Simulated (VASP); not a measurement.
# Ge (Imma) in VASP: a series of runs, part 2 of 2

VASP 6.6.1. Earlier steps stand in the parts before.

### Step 4. Single point, r2SCAN (strain +0.0075 x Voigt [0, 0, 0, 0, 0, 1])

File POSCAR:

```
Ge
1.0
    0.0106078875      2.8287700000      2.8287700000
    2.8287700000      0.0106078875      2.8287700000
    2.8393778875      2.8393778875      0.0000000000
Ge
2
Direct
    0.5000000000      0.5000000000      0.5000000000
    0.7500000000      0.7500000000      0.7500000000
```

File INCAR.step1:

```
  PREC = Accurate
  ENCUT = 520
  ISMEAR = 0
  SIGMA = 0.05
  LREAL = F
  LASPH = T
  NELM = 60
  NBANDS = 21
  GGA = PE
  ALGO = Normal
  EDIFF = 1E-4
  LWAVE = T
  LCHARG = F
```

File INCAR.step2:

```
  PREC = Accurate
  ENCUT = 520
  EDIFF = 1E-6
  ISMEAR = 0
  SIGMA = 0.05
  LREAL = F
  LASPH = T
  NELM = 60
  ALGO = Normal
  ISIF = 2
  LWAVE = F
  LCHARG = F
  METAGGA = R2SCAN
  LMIXTAU = T
  NBANDS = 21
  ISTART = 1
```

File KPOINTS:

```
Automatic mesh
0
Gamma
  10 10 10
```

Started as:

```
cat potpaw_PBE.64/Ge_d/POTCAR > POTCAR
cp INCAR.step1 INCAR
mpirun -np 1 vasp_std > vasp.out
cp INCAR.step2 INCAR
mpirun -np 1 vasp_std > vasp.out
```

Run time: 5.2 min. Hardware: 1 thread of AMD EPYC 9R45 (Zen 5), shared host; peak memory 0.23 GiB.

The run converged. Its results:

| Property | Result |
| --- | --- |
| Free energy | -27.7408 eV |
| Pressure | 0.7 GPa |
| Largest force | 0.066 eV/Å |
| Band gap on the k mesh | 0.40 eV |

Forces on the atoms (eV/Å):
```
Ge   0.000  0.000  0.066
Ge   0.000  0.000 -0.066
```

Stress tensor (GPa, compression positive):
```
 0.72 -0.67  0.00
-0.67  0.72  0.00
 0.00  0.00  0.71
```

Levels at points of the mesh, in eV from the valence-band top:
| k point | band 11 | band 12 | band 13 | band 14 | band 15 | band 16 | band 17 | band 18 |
| --- | --- | --- | --- | --- | --- | --- | --- | --- |
| (0.00, 0.00, 0.00) | -13.31 | -0.01 | -0.01 | 0.00 | 0.40 | 2.65 | 2.71 | 2.76 |
| (0.50, 0.00, 0.00) | -11.09 | -7.89 | -1.51 | -1.51 | 0.40 | 3.95 | 4.01 | 7.63 |
| (0.50, 0.50, 0.00) | -9.26 | -9.19 | -3.27 | -3.20 | 0.92 | 1.01 | 10.09 | 10.11 |
| (0.00, 0.00, 0.50) | -11.14 | -7.86 | -1.48 | -1.47 | 0.47 | 3.97 | 4.04 | 7.67 |
| (0.50, 0.00, 0.50) | -9.22 | -9.22 | -3.23 | -3.23 | 0.97 | 0.97 | 10.10 | 10.10 |

Caveat: the cell differs from its parent crystal (strain +0.0075 x Voigt [0, 0, 0, 0, 0, 1]); semilocal functionals underestimate gaps, and a narrow one can read as zero; the PAW data sets were made with another functional, which shifts forces and pressure a little.

### Step 5. Single point, r2SCAN (strain +0.0025 x Voigt [0, 0, 0, 0, 0, 1])

File POSCAR:

```
Ge
1.0
    0.0035359625      2.8287700000      2.8287700000
    2.8287700000      0.0035359625      2.8287700000
    2.8323059625      2.8323059625      0.0000000000
Ge
2
Direct
    0.5000000000      0.5000000000      0.5000000000
    0.7500000000      0.7500000000      0.7500000000
```

File INCAR.step1:

```
SYSTEM = Ge
  PREC = Accurate
  ENCUT = 520
  ISMEAR = 0
  SIGMA = 0.05
  LREAL = .FALSE.
  LASPH = .TRUE.
  NELM = 80
  NBANDS = 21
  GGA = PE
  ALGO = Normal
  EDIFF = 1E-4
  LWAVE = .TRUE.
  LCHARG = .FALSE.
```

File INCAR.step2:

```
SYSTEM = Ge
  PREC = Accurate
  ENCUT = 520
  EDIFF = 1E-6
  ISMEAR = 0
  SIGMA = 0.05
  LREAL = .FALSE.
  LASPH = .TRUE.
  NELM = 80
  ALGO = Normal
  ISIF = 2
  LWAVE = .FALSE.
  LCHARG = .TRUE.
  METAGGA = R2SCAN
  LMIXTAU = .TRUE.
  LELF = .TRUE.
  LVHAR = .TRUE.
  NBANDS = 21
  ISTART = 1
```

File KPOINTS:

```
Automatic mesh
0
G
  10 10 10
  0 0 0
```

Potentials or basis: VASP PAW PBE potentials, release 64 (Ge_d).

Started as:

```
cat potpaw_PBE.64/Ge_d/POTCAR > POTCAR
cp INCAR.step1 INCAR
mpirun -np 1 vasp_std > vasp.out
cp INCAR.step2 INCAR
mpirun -np 1 vasp_std > vasp.out
```

OUTCAR:

```text
SYSTEM = Ge
   PREC = Accurate
   ENCUT = 520
   EDIFF = 1E-6
   ISMEAR = 0
   LREAL = .FALSE.
   LASPH = .TRUE.
   NELM = 80
   ISIF = 2
   METAGGA = R2SCAN
   ISTART = 1

 ion  position               nearest neighbor table
   1  0.500  0.500  0.500-   2 2.45   2 2.45   2 2.45   2 2.45
   2  0.750  0.750  0.750-   1 2.45   1 2.45   1 2.45   1 2.45

  LATTYP: Found a body centered orthorhombic cell.
 ALAT       =     3.9954842927
 B/A-ratio  =     1.0025031289
 C/A-ratio  =     1.4159835418

  Lattice vectors:

 A1 = (   2.8287700000,   0.0035359625,  -2.8287700000)
 A2 = (  -2.8287700000,  -0.0035359625,  -2.8287700000)
 A3 = (   0.0035359625,   2.8287700000,   2.8287700000)

Analysis of symmetry for initial positions (statically):
=====================================================================
 Subroutine PRICEL returns:
 Original cell was already a primitive cell.

 Routine SETGRP: Setting up the symmetry group for a
 body centered orthorhombic supercell.

 Subroutine GETGRP returns: Found  8 space group operations
 (whereof  4 operations were pure point group operations)
 out of a pool of  8 trial point group operations.

The static configuration has the point symmetry C_2v.
 The point group associated with its full space group is D_2h.

Analysis of symmetry for dynamics (positions and initial velocities):
=====================================================================
 Subroutine PRICEL returns:
 Original cell was already a primitive cell.

 Routine SETGRP: Setting up the symmetry group for a
 body centered orthorhombic supercell.

 Subroutine GETGRP returns: Found  8 space group operations
 (whereof  4 operations were pure point group operations)
 out of a pool of  8 trial point group operations.

The dynamic configuration has the point symmetry C_2v.
 The point group associated with its full space group is D_2h.

 Subroutine INISYM returns: Found  8 space group operations
 (whereof  4 operations are pure point group operations),
 and found     1 'primitive' translations
[... 106 lines left out ...]
   NELECT =      28.0000    total number of electrons
   NUPDOWN=      -1.0000    fix difference up-down
   EMIN   =  10.00;   EMAX   =-10.00  energy-range for DOS
   EFERMI =   0.00;   METHOD = LEGACY
   ISMEAR =     0;   SIGMA  =   0.05  broadening in eV -4-tet -1-fermi 0-gaus
   EFERMI_NEDOS =   21; number of points for ismear=-14 and -15
   IALGO  =     38    algorithm
   IMIX   =      4    mixing-type and parameters
     AMIX     =   0.40;   BMIX     =  1.00
     AMIX_MAG =   1.60;   BMIX_MAG =  1.00
  volume/ion in A,a.u.               =      22.64       152.75
  Fermi-wavevector in a.u.,A,eV,Ry     =   1.394826  2.635839 26.470681  1.945540
  Thomas-Fermi vector in A             =   2.518338
   LORBIT       =      0    0 simple, 1 ext, 2 COOP (PROOUT), +10 PAW based schemes
   METAGGA = R2SCAN    functional components
   LHFCALC =     F    Hartree Fock is set to
   AEXX    =    0.0000 exact exchange contribution
   IVDW    =     0    specifies the selected vdW correction
   LEPSILON=     F    determine dielectric tensor
   LRPA    =     F    only Hartree local field effects (RPA)
 non-spin polarized calculation
 Gauss-broadening in eV      SIGMA  =   0.05
  energy-cutoff  :      520.00
  volume of cell :       45.27
 maximum number of plane-waves:      1243
 NGX is ok and might be reduce to    30
   NGX = 15   NGY = 15   NGZ = 15

 number of electron      28.0000022 magnetization

 Free energy of the ion-electron system (eV)
  ---------------------------------------------------
  ext. energy  EPLUGINS =         0.00000000
  ---------------------------------------------------
  free energy    TOTEN  =       -27.74138097 eV

  energy without entropy =      -27.74138097  energy(sigma->0) =      -27.74138097

 E-fermi :   5.0083     XC(G=0): -10.8200

 val. band max:        4.8048647436   @ k =   0.0000   0.0000   0.0000
 cond. band min:       5.2074886966   @ k =   0.0000   0.0000   0.0000
 fundamental gap:      0.4026239530
 Fermi energy:         5.0083287755

 k-point     1 :       0.0000    0.0000    0.0000
  band No.  band energies     occupation
      1     -20.6937      2.00000
      2     -20.6922      2.00000
      3     -20.6908      2.00000
      4     -20.6528      2.00000
      5     -20.6528      2.00000
      6     -20.4365      2.00000
[... 565 lines left out ...]
     20      17.1544      0.00000
     21      17.1651      0.00000

 [... further k-points ...]
[... 5 lines left out ...]
  --------------------------------------------------------------------------------------
  -------------------------------------------------------------------------------------
  Total        0.2005709      0.2005709      0.2004961     -0.0629324      0.0000000      0.0000000
  in kB        7.0983319      7.0983319      7.0956851     -2.2272162      0.0000000      0.0000000
  external PRESSURE =       7.0974496 kB  Pullay stress =       0.0000000 kB

 VOLUME and BASIS-vectors are now :
 -----------------------------------------------------------------------------
  energy-cutoff  :      520.00
  volume of cell :       45.27
      direct lattice vectors                 reciprocal lattice vectors
     0.003535962  2.828770000  2.828770000    -0.176976489  0.176976489  0.176755268
     2.828770000  0.003535962  2.828770000     0.176976489 -0.176976489  0.176755268
     2.832305962  2.832305962  0.000000000     0.176534600  0.176534600 -0.176755268

 POSITION                                       TOTAL-FORCE (eV/Angst)
 -----------------------------------------------------------------------------------
      2.83231      2.83231      2.82877         0.000000      0.000000      0.021927
      4.24846      4.24846      4.24315         0.000000      0.000000     -0.021927
 -----------------------------------------------------------------------------------
    total drift:                                0.000000     -0.000000     -0.000000

  FREE ENERGIE OF THE ION-ELECTRON SYSTEM (eV)
  ---------------------------------------------------
  free  energy   TOTEN  =       -27.7413809727 eV

  energy  without entropy=      -27.7413809726  energy(sigma->0) =      -27.74138097
```

Run time: 5.3 min. Hardware: 1 thread of AMD EPYC 9R45 (Zen 5), shared host; peak memory 0.23 GiB.

What came out:

```yaml
Free_energy: -27.7414 eV
Pressure: 0.7 GPa
Largest_force: 0.022 eV/Å
Band_gap_on_the_k_mesh: 0.40 eV
```

Forces on the atoms (eV/Å):
```
Ge   0.000  0.000  0.022
Ge   0.000  0.000 -0.022
```

Caveat: the cell differs from its parent crystal (strain +0.0025 x Voigt [0, 0, 0, 0, 0, 1]); semilocal functionals underestimate gaps, and a narrow one can read as zero; the PAW data sets were made with another functional, which shifts forces and pressure a little.

### Step 6. Summary

```tsv
cell	gap on the mesh (eV)	pressure (GPa)	largest force (eV/Å)
a = 4.001, b = 4.001, c = 4.035 Å, angles 59.7, 59.7, 59.4°, 2 atoms	0.35	0.7	0.15
a = 4.001, b = 4.001, c = 4.025 Å, angles 59.8, 59.8, 59.6°, 2 atoms	0.38	0.7	0.11
a = 4.000, b = 4.000, c = 4.015 Å, angles 59.9, 59.9, 59.8°, 2 atoms	0.40	0.7	0.07
a = 4.000, b = 4.000, c = 4.005 Å, angles 60.0°, 2 atoms	0.40	0.7	0.02
```

Alike in all rows: task single point; level r2SCAN; potentials or basis VASP PAW PBE potentials, release 64 (Ge_d); no spin polarisation; k mesh 10 × 10 × 10; cutoff (eV) 520; smearing gaussian 0.05 eV.

Caveats: semilocal functionals underestimate gaps, and a narrow one can read as zero; the PAW data sets were made with another functional, which shifts forces and pressure a little.

Absolute energies hang on the potentials; compare differences alone.
